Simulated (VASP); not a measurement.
# Te2Mo (P2_1/m) in VASP: single point with r2SCAN

Aim: the single point of Te2Mo with r2SCAN.

All numbers are computed with VASP 6.6.1; they aren't measurements. Logs are shortened: lines on timing, memory, paths and dates and some standing lists are left out, and cuts for length are marked.

## Step 1: The cell of the first run

Symmetry: P2_1/m, No. 11, monoclinic system. Conventional cell: a = 6.305 Å, b = 3.455 Å, c = 13.805 Å, α = 90.00°, β = 93.92°, γ = 90.00°. Within 3.9 Å of Te (site symmetry m) lie 3 Mo at 2.69 to 2.70 Å and 9 Te at 3.46 to 3.89 Å. Within 3.9 Å of Te (site symmetry m) lie 3 Mo at 2.78 to 2.80 Å and 10 Te at 3.46 to 3.84 Å. Within 3.9 Å of Te (site symmetry m) lie 3 Mo at 2.69 Å and 9 Te at 3.46 to 3.89 Å. Te (site symmetry m) has 3 Mo at 2.78 to 2.80 Å and 10 Te at 3.46 to 3.85 Å within 3.9 Å. Within 3.5 Å of Mo (site symmetry m) lie 6 Te at 2.69 to 2.80 Å and 4 Mo at 2.89 to 3.46 Å. Within 3.5 Å of Mo (site symmetry m) lie 6 Te at 2.69 to 2.80 Å and 4 Mo at 2.88 to 3.46 Å.

## Step 2: Single point, r2SCAN

Input file POSCAR:

```
Te2Mo
1.0
    6.3050870000      0.0000000000      0.0000000000
    0.0000000000      3.4553470000      0.0000000000
   -0.9430640000      0.0000000000     13.7731980000
Te Mo
8 4
Direct
    0.5568000000      0.7500000000      0.3516000000
    0.4432000000      0.2500000000      0.6484000000
    0.5888000000      0.2500000000      0.1045000000
    0.4112000000      0.7500000000      0.8955000000
    0.0970000000      0.7500000000      0.1486000000
    0.9030000000      0.2500000000      0.8514000000
    0.0563000000      0.2500000000      0.3955000000
    0.9437000000      0.7500000000      0.6045000000
    0.3181000000      0.7500000000      0.5066000000
    0.6819000000      0.2500000000      0.4934000000
    0.1833000000      0.2500000000      0.0074000000
    0.8167000000      0.7500000000      0.9926000000
```

Input file INCAR.step1:

```
SYSTEM = Te2Mo
PREC = Accurate ; ENCUT = 520
ISMEAR = 1 ; SIGMA = 0.0186
LREAL = .False. ; LASPH = .True.
NELM = 60 ; NBANDS = 64
GGA = PE ; ALGO = Normal
EDIFF = 1E-4 ; LWAVE = .True.
LCHARG = .False.
```

Input file INCAR.step2:

```
SYSTEM = Te2Mo
PREC = Accurate ; ENCUT = 520
EDIFF = 1E-6 ; ISMEAR = 1
SIGMA = 0.0186 ; LREAL = .False.
LASPH = .True. ; NELM = 60
ALGO = Normal ; ISIF = 2
LWAVE = .False. ; LCHARG = .True.
METAGGA = R2SCAN ; LMIXTAU = .True.
LELF = .True. ; LVHAR = .True.
NBANDS = 64 ; ISTART = 1
```

Input file KPOINTS:

```
Automatic mesh
0
Gamma
  4 8 2
  0 0 0
```

Potentials or basis: VASP PAW PBE potentials, release 64 (Te, Mo_sv).

Run with:

```sh
$ cat potpaw_PBE.64/Te/POTCAR potpaw_PBE.64/Mo_sv/POTCAR > POTCAR
$ cp INCAR.step1 INCAR
$ mpirun -np 1 vasp_std > vasp.out
$ cp INCAR.step2 INCAR
$ mpirun -np 1 vasp_std > vasp.out
```

OUTCAR:

```text
SYSTEM = Te2Mo
   PREC = Accurate
   ENCUT = 520
   EDIFF = 1E-6
   ISMEAR = 1
   LREAL = .False.
   LASPH = .True.
   NELM = 60
   ISIF = 2
   METAGGA = R2SCAN
   ISTART = 1

 ion  position               nearest neighbor table
   1  0.557  0.750  0.352-  10 2.69  10 2.69   9 2.70   7 3.61   7 3.61
   2  0.443  0.250  0.648-   9 2.69   9 2.69  10 2.70   8 3.61   8 3.61
   3  0.589  0.250  0.105-  12 2.78  12 2.78  11 2.80   4 3.48   4 3.48   5 3.64   5 3.64   5 3.65
                             5 3.65
   4  0.411  0.750  0.895-  11 2.78  11 2.78  12 2.80   3 3.48   3 3.48   6 3.64   6 3.64   6 3.65
                             6 3.65
   5  0.097  0.750  0.149-  11 2.69  11 2.69  12 2.69   3 3.64   3 3.64   3 3.65   3 3.65
   6  0.903  0.250  0.851-  12 2.69  12 2.69  11 2.69   4 3.64   4 3.64   4 3.65   4 3.65
   7  0.056  0.250  0.395-   9 2.78   9 2.78  10 2.80   8 3.48   8 3.48   1 3.61   1 3.61
   8  0.944  0.750  0.605-  10 2.78  10 2.78   9 2.80   7 3.48   7 3.48   2 3.61   2 3.61
   9  0.318  0.750  0.507-   2 2.69   2 2.69   1 2.70   7 2.78   7 2.78   8 2.80  10 2.89  10 2.89

  10  0.682  0.250  0.493-   1 2.69   1 2.69   2 2.70   8 2.78   8 2.78   7 2.80   9 2.89   9 2.89

  11  0.183  0.250  0.007-   5 2.69   5 2.69   6 2.69   4 2.78   4 2.78   3 2.80  12 2.88  12 2.88

  12  0.817  0.750  0.993-   6 2.69   6 2.69   5 2.69   3 2.78   3 2.78   4 2.80  11 2.88  11 2.88

  LATTYP: Found a simple monoclinic cell.
 ALAT       =     6.3050870000
 B/A-ratio  =     0.5480252691
 C/A-ratio  =     2.1895727200
 COS(beta)  =    -0.0683110105

  Lattice vectors:

 A1 = (   6.3050870000,   0.0000000000,   0.0000000000)
 A2 = (   0.0000000000,   3.4553470000,   0.0000000000)
 A3 = (  -0.9430640000,   0.0000000000,  13.7731980000)

Analysis of symmetry for initial positions (statically):
=====================================================================
 Subroutine PRICEL returns:
 Original cell was already a primitive cell.

 Routine SETGRP: Setting up the symmetry group for a
 simple monoclinic supercell.

 Subroutine GETGRP returns: Found  4 space group operations
 (whereof  2 operations were pure point group operations)
 out of a pool of  4 trial point group operations.

The static configuration has the point symmetry S_2 .
 The point group associated with its full space group is C_2h.

Analysis of symmetry for dynamics (positions and initial velocities):
=====================================================================
 Subroutine PRICEL returns:
 Original cell was already a primitive cell.

 Routine SETGRP: Setting up the symmetry group for a
 simple monoclinic supercell.

 Subroutine GETGRP returns: Found  4 space group operations
 (whereof  2 operations were pure point group operations)
 out of a pool of  4 trial point group operations.

The dynamic configuration has the point symmetry S_2 .
 The point group associated with its full space group is C_2h.

 Subroutine INISYM returns: Found  4 space group operations
 (whereof  2 operations are pure point group operations),
 and found     1 'primitive' translations

----------------------------------------------------------------------------------------

                                     Primitive cell

  volume of cell :     300.0665

  direct lattice vectors                    reciprocal lattice vectors
     6.305087000  0.000000000  0.000000000     0.158602094  0.000000000  0.010859637
     0.000000000  3.455347000  0.000000000     0.000000000  0.289406534  0.000000000
    -0.943064000  0.000000000 13.773198000     0.000000000  0.000000000  0.072604779

  length of vectors
     6.305087000  3.455347000 13.805446492     0.158973444  0.289406534  0.072604779

  position of ions in fractional coordinates (direct lattice)
     0.556800000  0.750000000  0.351600000
     0.443200000  0.250000000  0.648400000
     0.588800000  0.250000000  0.104500000
     0.411200000  0.750000000  0.895500000
     0.097000000  0.750000000  0.148600000
     0.903000000  0.250000000  0.851400000
     0.056300000  0.250000000  0.395500000
     0.943700000  0.750000000  0.604500000
     0.318100000  0.750000000  0.506600000
     0.681900000  0.250000000  0.493400000
     0.183300000  0.250000000  0.007400000
     0.816700000  0.750000000  0.992600000

  ion indices of the primitive-cell ions
   primitive index   ion index
                 1           1
                 2           2
                 3           3
                 4           4
                 5           5
                 6           6
                 7           7
                 8           8
                 9           9
                10          10
                11          11
                12          12

----------------------------------------------------------------------------------------

 KPOINTS: Automatic mesh

Automatic generation of k-mesh.
 Grid dimensions read from file:
 generate k-points for:    4    8    2

 Generating k-lattice:

  Cartesian coordinates                     Fractional coordinates (reciprocal lattice)
     0.039650523  0.000000000  0.002714909     0.250000000  0.000000000  0.000000000
     0.000000000  0.036175817  0.000000000     0.000000000  0.125000000  0.000000000
     0.000000000  0.000000000  0.036302390     0.000000000  0.000000000  0.500000000

  Length of vectors
     0.039743361  0.036175817  0.036302390

  Shift w.r.t. Gamma in fractional coordinates (k-lattice)
     0.000000000  0.000000000  0.000000000

 Subroutine IBZKPT returns following result:
 ===========================================

 Found     30 irreducible k-points:

 Following reciprocal coordinates:
            Coordinates               Weight
  0.000000  0.000000  0.000000      1.000000
  0.250000  0.000000  0.000000      2.000000
  0.500000  0.000000  0.000000      1.000000
  0.000000  0.125000  0.000000      2.000000
  0.250000  0.125000  0.000000      4.000000
  0.500000  0.125000  0.000000      2.000000
[... 16 lines left out ...]
  0.250000  0.250000  0.500000      4.000000
  0.500000  0.250000  0.500000      2.000000
 [... further k-points ...]
   k-points           NKPTS =     30   k-points in BZ     NKDIM =     30   number of bands    NBANDS=     64
   number of dos      NEDOS =    301   number of ions     NIONS =     12
   total plane-waves  NPLWV = 145152
   dimension x,y,z NGX =    48 NGY =   28 NGZ =  108
   dimension x,y,z NGXF=    96 NGYF=   56 NGZF=  216
   ions per type =               8   4
   NGX,Y,Z   is equivalent  to a cutoff of  12.66, 13.47, 13.01 a.u.
   NGXF,Y,Z  is equivalent  to a cutoff of  25.31, 26.94, 26.01 a.u.
 SYSTEM =  Te2Mo
   PREC   = accura    normal or accurate (medium, high low for compatibility)
   ISTART =      1    job   : 0-new  1-cont  2-samecut
   ICHARG =      0    charge: 1-file 2-atom 10-const
   ISPIN  =      1    spin polarized calculation?
   LNONCOLLINEAR =      F non collinear calculations
   LSORBIT =      F    spin-orbit coupling
   LASPH  =      T    aspherical Exc in radial PAW
   ENCUT  =  520.0 eV  38.22 Ry    6.18 a.u.  11.72  6.42 25.67*2*pi/ulx,y,z
   NELM   =     60;   NELMIN=  2; NELMDL=  0     # of ELM steps
   EDIFF  = 0.1E-05   stopping-criterion for ELM
   LREAL  =      F    real-space projection
   EDIFFG = 0.1E-04   stopping-criterion for IOM
   NSW    =      0    number of steps for IOM
   IBRION =     -1    ionic relax: 0-MD 1-quasi-New 2-CG
   NFREE  =      0    steps in history (QN), initial steepest desc. (CG)
   ISIF   =      2    stress and relaxation
   ISYM   =      2    0-nonsym 1-usesym 2-fastsym
   POTIM  = 0.5000    time-step for ionic-motion
   TEBEG  =    0.0;   TEEND  =   0.0 temperature during run
   PSTRESS=    0.0 pullay stress
   NELECT =     104.0000    total number of electrons
   NUPDOWN=      -1.0000    fix difference up-down
   EMIN   =  10.00;   EMAX   =-10.00  energy-range for DOS
   EFERMI =   0.00;   METHOD = LEGACY
   ISMEAR =     1;   SIGMA  =   0.02  broadening in eV -4-tet -1-fermi 0-gaus
   EFERMI_NEDOS =   21; number of points for ismear=-14 and -15
   IALGO  =     38    algorithm
   IMIX   =      4    mixing-type and parameters
     AMIX     =   0.40;   BMIX     =  1.00
     AMIX_MAG =   1.60;   BMIX_MAG =  1.00
  volume/ion in A,a.u.               =      25.01       168.75
  Fermi-wavevector in a.u.,A,eV,Ry     =   1.149953  2.173096 17.992235  1.322392
  Thomas-Fermi vector in A             =   2.286620
   LORBIT       =      0    0 simple, 1 ext, 2 COOP (PROOUT), +10 PAW based schemes
   METAGGA = R2SCAN    functional components
   LHFCALC =     F    Hartree Fock is set to
   AEXX    =    0.0000 exact exchange contribution
   IVDW    =     0    specifies the selected vdW correction
   LEPSILON=     F    determine dielectric tensor
   LRPA    =     F    only Hartree local field effects (RPA)
 non-spin polarized calculation
 Methfessel and Paxton  Order N= 1 SIGMA  =   0.02
  energy-cutoff  :      520.00
  volume of cell :      300.07
 maximum number of plane-waves:      8159
 NGX is ok and might be reduce to    48
   NGX = 23   NGY = 13   NGZ = 51

 number of electron     103.9999998 magnetization

 Free energy of the ion-electron system (eV)
  ---------------------------------------------------
  ext. energy  EPLUGINS =         0.00000000
  ---------------------------------------------------
  free energy    TOTEN  =      -310.94254976 eV

  energy without entropy =     -310.94226595  energy(sigma->0) =     -310.94245516

 E-fermi :   8.3011     XC(G=0): -11.0005

 val. band max:        8.2974926341   @ k =   0.5000   0.0000   0.0000
 cond. band min:       8.3086683875   @ k =   0.0000   0.1250   0.0000
 fundamental gap:      0.0111757534
 Fermi energy:         8.3010506798

 k-point     1 :       0.0000    0.0000    0.0000
  band No.  band energies     occupation
      1     -54.7496      2.00000
      2     -54.7287      2.00000
      3     -54.6823      2.00000
      4     -54.6598      2.00000
      5     -28.3119      2.00000
      6     -28.2937      2.00000
[... 1597 lines left out ...]
     63      10.7656      0.00000
     64      10.9058      0.00000

 [... further k-points ...]

------------------------ aborting loop because EDIFF is reached ----------------------------------------

  FORCE on cell =-STRESS in cart. coord.  units (eV):
  Direction    XX          YY          ZZ          XY          YZ          ZX
  --------------------------------------------------------------------------------------
  -------------------------------------------------------------------------------------
  Total        6.4417058      7.1122948      5.6032753      0.0000000      0.0000000      0.1747913
  in kB       34.3948903     37.9754377     29.9181682      0.0000000      0.0000000      0.9332820
  external PRESSURE =      34.0961654 kB  Pullay stress =       0.0000000 kB

 VOLUME and BASIS-vectors are now :
 -----------------------------------------------------------------------------
  energy-cutoff  :      520.00
  volume of cell :      300.07
      direct lattice vectors                 reciprocal lattice vectors
     6.305087000  0.000000000  0.000000000     0.158602094  0.000000000  0.010859637
     0.000000000  3.455347000  0.000000000     0.000000000  0.289406534  0.000000000
    -0.943064000  0.000000000 13.773198000     0.000000000  0.000000000  0.072604779

 POSITION                                       TOTAL-FORCE (eV/Angst)
 -----------------------------------------------------------------------------------
      3.17909      2.59151      4.84266         0.044283      0.000000     -0.048348
      2.18293      0.86384      8.93054        -0.044283     -0.000000      0.048348
      3.61389      0.86384      1.43930        -0.006973     -0.000000      0.094328
      1.74814      2.59151     12.33390         0.006973      0.000000     -0.094328
      0.47145      2.59151      2.04670         0.023800     -0.000000      0.088536
      4.89057      0.86384     11.72650        -0.023800     -0.000000     -0.088536
     -0.01801      0.86384      5.44730        -0.070886      0.000000     -0.134920
      5.38003      2.59151      8.32590         0.070886     -0.000000      0.134920
      1.52789      2.59151      6.97750         0.275347     -0.000000      0.023787
      3.83413      0.86384      6.79570        -0.275347     -0.000000     -0.023787
      1.14874      0.86384      0.10192        -0.181085     -0.000000      0.011203
      4.21328      2.59151     13.67128         0.181085     -0.000000     -0.011203
 -----------------------------------------------------------------------------------
    total drift:                               -0.000000      0.000000     -0.000000

  FREE ENERGIE OF THE ION-ELECTRON SYSTEM (eV)
  ---------------------------------------------------
  free  energy   TOTEN  =      -310.9425497569 eV

  energy  without entropy=     -310.9422659543  energy(sigma->0) =     -310.94245516
```

Wall time 46 min (1 thread of Oxide Virtual Turin-like, shared host); peak memory 0.63 GiB.

Results:

- Free energy: -310.9425 eV
- Pressure: 3.4 GPa
- Largest force: 0.276 eV/Å
- Band gap on the k mesh: zero (bands 52 and 53 overlap by 0.10 eV)

Forces in eV/Å, atoms in the order of the input:
```
Te   0.044  0.000 -0.048
Te  -0.044  0.000  0.048
Te  -0.007  0.000  0.094
Te   0.007  0.000 -0.094
Te   0.024  0.000  0.089
Te  -0.024  0.000 -0.089
Te  -0.071  0.000 -0.135
Te   0.071  0.000  0.135
Mo   0.275  0.000  0.024
Mo  -0.275  0.000 -0.024
Mo  -0.181  0.000  0.011
Mo   0.181  0.000 -0.011
```

Caveat: the cell stands under pressure; the PAW data sets were made with another functional, which shifts forces and pressure a little; spin-orbit coupling is left out, which moves the levels of the heavy elements.
